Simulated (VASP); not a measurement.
Here is a VASP 6.6.1 calculation.

File INCAR:

```
  PREC = Accurate
  ENCUT = 520
  EDIFF = 1E-8
  ISMEAR = -1
  SIGMA = 0.02
  LREAL = F
  LASPH = T
  NELM = 100
  ALGO = Normal
  ISIF = 2
  LWAVE = F
  LCHARG = F
  LEFG = T
  NBANDS = 17
```

The input KPOINTS:

```
regular mesh
0
Gamma
  9 9 9
```

File POSCAR:

```
SnSe
1.0
    0.0000000000      2.9693193375      2.9693193375
    2.9693193375      0.0000000000      2.9693193375
    2.9693193375      2.9693193375      0.0000000000
Sn Se
1 1
Direct
    0.0000000000      0.0000000000      0.0000000000
    0.5000000000      0.5000000000      0.5000000000
```

Potentials or basis: VASP PAW LDA potentials, release 64 (Sn_d, Se).

Launch:

```sh
$ cat potpaw_LDA.64/Sn_d/POTCAR potpaw_LDA.64/Se/POTCAR > POTCAR
$ mpirun -np 1 vasp_std > vasp.out
```

(1) Predict the pressure.

Answers

(1) -1.1 GPa.

Caveat: without QUAD_EFG the Cq values of the log hold for a quadrupole moment of 1 mb, not for the nuclei.
